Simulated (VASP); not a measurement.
# CuI (zinc blende type) (F-43m) in VASP: notebook

The runs below take CuI (zinc blende type) through single point, with PBE, HSE06.

Everything below comes from runs of VASP 6.6.1. Logs are shortened: lines on timing, memory, paths and dates and some standing lists are left out, and cuts for length are marked.

## 1. The cell of the first run

The structure is cubic, space group F-43m (No. 216). Conventional cell: a = 6.090 Å, b = 6.090 Å, c = 6.090 Å, α = 90.00°, β = 90.00°, γ = 90.00°. Within 3.5 Å of Cu (site symmetry -43m) lie 4 I at 2.64 Å. Within 3.5 Å of I (site symmetry -43m) lie 4 Cu at 2.64 Å.

## 2. Single point, PBE

INCAR reads:

```
ALGO = Normal
EDIFF = 1E-6
ENCUT = 520
GGA = PE
ISIF = 2
ISMEAR = -1
LASPH = True
LCHARG = False
LREAL = False
LWAVE = False
NBANDS = 16
NELM = 80
PREC = Accurate
SIGMA = 0.02
```

KPOINTS reads:

```
k-points
0
Gamma
  6 6 6
```

POSCAR reads:

```
CuI
1.0
    0.0000000000      3.0450000000      3.0450000000
    3.0450000000      0.0000000000      3.0450000000
    3.0450000000      3.0450000000      0.0000000000
Cu I
1 1
Direct
    0.0000000000      0.0000000000      0.0000000000
    0.2500000000      0.2500000000      0.2500000000
```

Potentials or basis: VASP PAW PBE potentials, release 64 (Cu, I).

Run with:

```sh
cat potpaw_PBE.64/Cu/POTCAR potpaw_PBE.64/I/POTCAR > POTCAR
mpirun -np 1 vasp_std > vasp.out
```

OUTCAR:

```text
EDIFF = 1E-6
   ENCUT = 520
   GGA = PE
   ISIF = 2
   ISMEAR = -1
   LASPH = True
   LREAL = False
   NELM = 80
   PREC = Accurate

 ion  position               nearest neighbor table
   1  0.000  0.000  0.000-   2 2.64   2 2.64   2 2.64   2 2.64
   2  0.250  0.250  0.250-   1 2.64   1 2.64   1 2.64   1 2.64

  LATTYP: Found a face centered cubic cell.
 ALAT       =     6.0900000000

  Lattice vectors:

 A1 = (   0.0000000000,   3.0450000000,   3.0450000000)
 A2 = (   3.0450000000,   0.0000000000,   3.0450000000)
 A3 = (   3.0450000000,   3.0450000000,   0.0000000000)

Analysis of symmetry for initial positions (statically):
=====================================================================
 Subroutine PRICEL returns:
 Original cell was already a primitive cell.

 Routine SETGRP: Setting up the symmetry group for a
 face centered cubic supercell.

 Subroutine GETGRP returns: Found 24 space group operations
 (whereof 24 operations were pure point group operations)
 out of a pool of 48 trial point group operations.

The static configuration has the point symmetry T_d .

Analysis of symmetry for dynamics (positions and initial velocities):
=====================================================================
 Subroutine PRICEL returns:
 Original cell was already a primitive cell.

 Routine SETGRP: Setting up the symmetry group for a
 face centered cubic supercell.

 Subroutine GETGRP returns: Found 24 space group operations
 (whereof 24 operations were pure point group operations)
 out of a pool of 48 trial point group operations.

The dynamic configuration has the point symmetry T_d .

 Subroutine INISYM returns: Found 24 space group operations
 (whereof 24 operations are pure point group operations),
 and found     1 'primitive' translations

----------------------------------------------------------------------------------------

                                     Primitive cell

  volume of cell :      56.4666

  direct lattice vectors                    reciprocal lattice vectors
     0.000000000  3.045000000  3.045000000    -0.164203612  0.164203612  0.164203612
     3.045000000  0.000000000  3.045000000     0.164203612 -0.164203612  0.164203612
     3.045000000  3.045000000  0.000000000     0.164203612  0.164203612 -0.164203612

  length of vectors
     4.306280297  4.306280297  4.306280297     0.284409000  0.284409000  0.284409000

  position of ions in fractional coordinates (direct lattice)
     0.000000000  0.000000000  0.000000000
     0.250000000  0.250000000  0.250000000

  ion indices of the primitive-cell ions
   primitive index   ion index
                 1           1
                 2           2

----------------------------------------------------------------------------------------

 KPOINTS: k-points

Automatic generation of k-mesh.
 Grid dimensions read from file:
 generate k-points for:    6    6    6

 Generating k-lattice:

  Cartesian coordinates                     Fractional coordinates (reciprocal lattice)
    -0.027367269  0.027367269  0.027367269     0.166666667  0.000000000  0.000000000
     0.027367269 -0.027367269  0.027367269     0.000000000  0.166666667  0.000000000
     0.027367269  0.027367269 -0.027367269     0.000000000  0.000000000  0.166666667

  Length of vectors
     0.047401500  0.047401500  0.047401500

  Shift w.r.t. Gamma in fractional coordinates (k-lattice)
     0.000000000  0.000000000  0.000000000

 Subroutine IBZKPT returns following result:
 ===========================================

 Found     16 irreducible k-points:

 Following reciprocal coordinates:
            Coordinates               Weight
  0.000000  0.000000  0.000000      1.000000
  0.166667  0.000000  0.000000      8.000000
  0.333333  0.000000  0.000000      8.000000
  0.500000  0.000000  0.000000      4.000000
  0.166667  0.166667  0.000000      6.000000
  0.333333  0.166667  0.000000     24.000000
[... 8 lines left out ...]
 -0.333333  0.333333  0.166667     24.000000
 -0.333333  0.500000  0.166667     12.000000
   k-points           NKPTS =     16   k-points in BZ     NKDIM =     16   number of bands    NBANDS=     16
   number of dos      NEDOS =    301   number of ions     NIONS =      2
   total plane-waves  NPLWV =  32768
   dimension x,y,z NGX =    32 NGY =   32 NGZ =   32
   dimension x,y,z NGXF=    64 NGYF=   64 NGZF=   64
   ions per type =               1   1
   NGX,Y,Z   is equivalent  to a cutoff of  12.35, 12.35, 12.35 a.u.
   NGXF,Y,Z  is equivalent  to a cutoff of  24.71, 24.71, 24.71 a.u.
 SYSTEM =  unknown system
   PREC   = accura    normal or accurate (medium, high low for compatibility)
   ISTART =      0    job   : 0-new  1-cont  2-samecut
   ICHARG =      2    charge: 1-file 2-atom 10-const
   ISPIN  =      1    spin polarized calculation?
   LNONCOLLINEAR =      F non collinear calculations
   LSORBIT =      F    spin-orbit coupling
   LASPH  =      T    aspherical Exc in radial PAW
   ENCUT  =  520.0 eV  38.22 Ry    6.18 a.u.   8.01  8.01  8.01*2*pi/ulx,y,z
   NELM   =     80;   NELMIN=  2; NELMDL= -5     # of ELM steps
   EDIFF  = 0.1E-05   stopping-criterion for ELM
   LREAL  =      F    real-space projection
   EDIFFG = 0.1E-04   stopping-criterion for IOM
   NSW    =      0    number of steps for IOM
   IBRION =     -1    ionic relax: 0-MD 1-quasi-New 2-CG
   NFREE  =      0    steps in history (QN), initial steepest desc. (CG)
   ISIF   =      2    stress and relaxation
   ISYM   =      2    0-nonsym 1-usesym 2-fastsym
   POTIM  = 0.5000    time-step for ionic-motion
   TEBEG  =    0.0;   TEEND  =   0.0 temperature during run
   PSTRESS=    0.0 pullay stress
   NELECT =      18.0000    total number of electrons
   NUPDOWN=      -1.0000    fix difference up-down
   EMIN   =  10.00;   EMAX   =-10.00  energy-range for DOS
   EFERMI =   0.00;   METHOD = LEGACY
   ISMEAR =    -1;   SIGMA  =   0.02  broadening in eV -4-tet -1-fermi 0-gaus
   EFERMI_NEDOS =   21; number of points for ismear=-14 and -15
   IALGO  =     38    algorithm
   IMIX   =      4    mixing-type and parameters
     AMIX     =   0.40;   BMIX     =  1.00
     AMIX_MAG =   1.60;   BMIX_MAG =  1.00
  volume/ion in A,a.u.               =      28.23       190.53
  Fermi-wavevector in a.u.,A,eV,Ry     =   1.118326  2.113329 17.016164  1.250653
  Thomas-Fermi vector in A             =   2.254956
   LORBIT       =      0    0 simple, 1 ext, 2 COOP (PROOUT), +10 PAW based schemes
   GGA     = PE    functional components
   LHFCALC =     F    Hartree Fock is set to
   AEXX    =    0.0000 exact exchange contribution
   IVDW    =     0    specifies the selected vdW correction
   LEPSILON=     F    determine dielectric tensor
   LRPA    =     F    only Hartree local field effects (RPA)
 non-spin polarized calculation
  energy-cutoff  :      520.00
  volume of cell :       56.47
 maximum number of plane-waves:      1536
   NGX = 17   NGY = 17   NGZ = 17

 number of electron      18.0000009 magnetization

 Free energy of the ion-electron system (eV)
  ---------------------------------------------------
  ext. energy  EPLUGINS =         0.00000000
  ---------------------------------------------------
  free energy    TOTEN  =        -5.56032837 eV

  energy without entropy =       -5.56032837  energy(sigma->0) =       -5.56032837

 E-fermi :   4.7293     XC(G=0):  -8.8745

 val. band max:        4.2895161089   @ k =   0.0000   0.0000   0.0000
 cond. band min:       5.3972342573   @ k =   0.0000   0.0000   0.0000
 fundamental gap:      1.1077181485
 Fermi energy:         4.7293316790

 k-point     1 :       0.0000    0.0000    0.0000
  band No.  band energies     occupation
      1      -9.6521      2.00000
      2       0.7097      2.00000
      3       0.7097      2.00000
      4       0.7097      2.00000
      5       2.4927      2.00000
      6       2.4927      2.00000
[... 8 lines left out ...]
     15      13.8417      0.00000
     16      13.8417      0.00000

 k-point     2 :       0.1667    0.0000    0.0000
  band No.  band energies     occupation
      1      -9.5311      2.00000
      2       0.2080      2.00000
      3       0.7180      2.00000
      4       0.7180      2.00000
      5       2.4842      2.00000
      6       2.4842      2.00000
[... 8 lines left out ...]
     15      13.0205      0.00000
     16      13.4171      0.00000

 k-point     3 :       0.3333    0.0000    0.0000
  band No.  band energies     occupation
      1      -9.2661      2.00000
      2      -0.7524      2.00000
      3       0.7280      2.00000
      4       0.7280      2.00000
      5       2.4948      2.00000
      6       2.4948      2.00000
[... 8 lines left out ...]
     15      13.4924      0.00000
     16      13.4924      0.00000

 k-point     4 :       0.5000    0.0000    0.0000
  band No.  band energies     occupation
      1      -9.1196      2.00000
      2      -1.2119      2.00000
      3       0.7292      2.00000
      4       0.7292      2.00000
      5       2.5201      2.00000
      6       2.5201      2.00000
[... 8 lines left out ...]
     15      15.1203      0.00000
     16      15.1203      0.00000

 k-point     5 :       0.1667    0.1667    0.0000
  band No.  band energies     occupation
      1      -9.4906      2.00000
      2       0.1574      2.00000
      3       0.6801      2.00000
      4       0.6801      2.00000
      5       2.4416      2.00000
      6       2.5140      2.00000
[... 8 lines left out ...]
     15      14.1137      0.00000
     16      14.2952      0.00000

 k-point     6 :       0.3333    0.1667    0.0000
  band No.  band energies     occupation
      1      -9.2714      2.00000
      2      -0.5110      2.00000
      3       0.5984      2.00000
      4       0.6707      2.00000
      5       2.4263      2.00000
      6       2.5300      2.00000
[... 8 lines left out ...]
     15      14.3833      0.00000
     16      14.7803      0.00000

 k-point     7 :       0.5000    0.1667    0.0000
  band No.  band energies     occupation
      1      -9.0775      2.00000
      2      -1.0222      2.00000
      3       0.4046      2.00000
      4       0.6971      2.00000
      5       2.4581      2.00000
      6       2.5257      2.00000
[... 8 lines left out ...]
     15      14.9450      0.00000
     16      15.1650      0.00000

 k-point     8 :      -0.3333    0.1667    0.0000
  band No.  band energies     occupation
      1      -9.1267      2.00000
      2      -0.8728      2.00000
      3       0.3411      2.00000
      4       0.7402      2.00000
      5       2.4703      2.00000
      6       2.4970      2.00000
[... 8 lines left out ...]
     15      14.1153      0.00000
     16      15.3451      0.00000

 k-point     9 :      -0.1667    0.1667    0.0000
  band No.  band energies     occupation
      1      -9.3601      2.00000
      2      -0.2701      2.00000
      3       0.5343      2.00000
      4       0.7516      2.00000
      5       2.4506      2.00000
      6       2.5112      2.00000
[... 8 lines left out ...]
     15      13.7203      0.00000
     16      14.8543      0.00000

 k-point    10 :       0.3333    0.3333    0.0000
  band No.  band energies     occupation
      1      -9.1361      2.00000
      2      -0.7793      2.00000
      3       0.6223      2.00000
      4       0.6223      2.00000
      5       2.3759      2.00000
      6       2.5565      2.00000
[... 8 lines left out ...]
     15      14.8733      0.00000
     16      17.3852      0.00000

 k-point    11 :       0.5000    0.3333    0.0000
  band No.  band energies     occupation
      1      -8.9875      2.00000
      2      -0.9917      2.00000
      3       0.3008      2.00000
      4       0.6295      2.00000
      5       2.4113      2.00000
      6       2.5487      2.00000
[... 8 lines left out ...]
     15      15.4008      0.00000
     16      16.4239      0.00000

 k-point    12 :      -0.3333    0.3333    0.0000
  band No.  band energies     occupation
      1      -8.9836      2.00000
      2      -0.7666      2.00000
      3      -0.1904      2.00000
      4       0.6900      2.00000
      5       2.3791      2.00000
      6       2.4921      2.00000
[... 8 lines left out ...]
     15      13.5832      0.00000
     16      17.5139      0.00000

 k-point    13 :       0.5000    0.5000    0.0000
  band No.  band energies     occupation
      1      -8.9392      2.00000
      2      -1.1986      2.00000
      3       0.5940      2.00000
      4       0.5940      2.00000
      5       2.4708      2.00000
      6       2.5477      2.00000
[... 8 lines left out ...]
     15      15.5240      0.00000
     16      16.2586      0.00000

 k-point    14 :       0.5000    0.3333    0.1667
  band No.  band energies     occupation
      1      -9.0836      2.00000
      2      -0.7732      2.00000
      3       0.2317      2.00000
      4       0.6598      2.00000
      5       2.4339      2.00000
      6       2.5099      2.00000
[... 8 lines left out ...]
     15      15.1901      0.00000
     16      16.2482      0.00000

 k-point    15 :      -0.3333    0.3333    0.1667
  band No.  band energies     occupation
      1      -8.9836      2.00000
      2      -0.8241      2.00000
      3      -0.0560      2.00000
      4       0.6194      2.00000
      5       2.4047      2.00000
      6       2.4950      2.00000
[... 8 lines left out ...]
     15      15.3597      0.00000
     16      15.9979      0.00000

 k-point    16 :      -0.3333    0.5000    0.1667
  band No.  band energies     occupation
      1      -8.9367      2.00000
      2      -0.9195      2.00000
      3       0.0804      2.00000
      4       0.5274      2.00000
      5       2.4482      2.00000
      6       2.4561      2.00000
[... 8 lines left out ...]
     15      15.7448      0.00000
     16      16.2772      0.00000

------------------------ aborting loop because EDIFF is reached ----------------------------------------

  FORCE on cell =-STRESS in cart. coord.  units (eV):
  Direction    XX          YY          ZZ          XY          YZ          ZX
  --------------------------------------------------------------------------------------
  -------------------------------------------------------------------------------------
  Total       -0.0818846     -0.0818846     -0.0818846      0.0000000      0.0000000      0.0000000
  in kB       -2.3233831     -2.3233831     -2.3233831      0.0000000      0.0000000      0.0000000
  external PRESSURE =      -2.3233831 kB  Pullay stress =       0.0000000 kB

 VOLUME and BASIS-vectors are now :
 -----------------------------------------------------------------------------
  energy-cutoff  :      520.00
  volume of cell :       56.47
      direct lattice vectors                 reciprocal lattice vectors
     0.000000000  3.045000000  3.045000000    -0.164203612  0.164203612  0.164203612
     3.045000000  0.000000000  3.045000000     0.164203612 -0.164203612  0.164203612
     3.045000000  3.045000000  0.000000000     0.164203612  0.164203612 -0.164203612

 POSITION                                       TOTAL-FORCE (eV/Angst)
 -----------------------------------------------------------------------------------
      0.00000      0.00000      0.00000         0.000000      0.000000     -0.000000
      1.52250      1.52250      1.52250        -0.000000     -0.000000      0.000000
 -----------------------------------------------------------------------------------
    total drift:                               -0.000001     -0.000001     -0.000001

  FREE ENERGIE OF THE ION-ELECTRON SYSTEM (eV)
  ---------------------------------------------------
  free  energy   TOTEN  =        -5.5603283715 eV

  energy  without entropy=       -5.5603283715  energy(sigma->0) =       -5.56032837
```

Run time: 13 s. Hardware: 1 thread of AMD EPYC 7R13 (Zen 3), shared host; peak memory 0.14 GiB.

Results:

```yaml
Free_energy: -5.5603 eV
Pressure: -0.2 GPa
Band_gap_on_the_k_mesh: 1.11 eV
```

Caveat: spin-orbit coupling is left out, which moves the levels of the heavy elements.

[end of part 1 of 2]
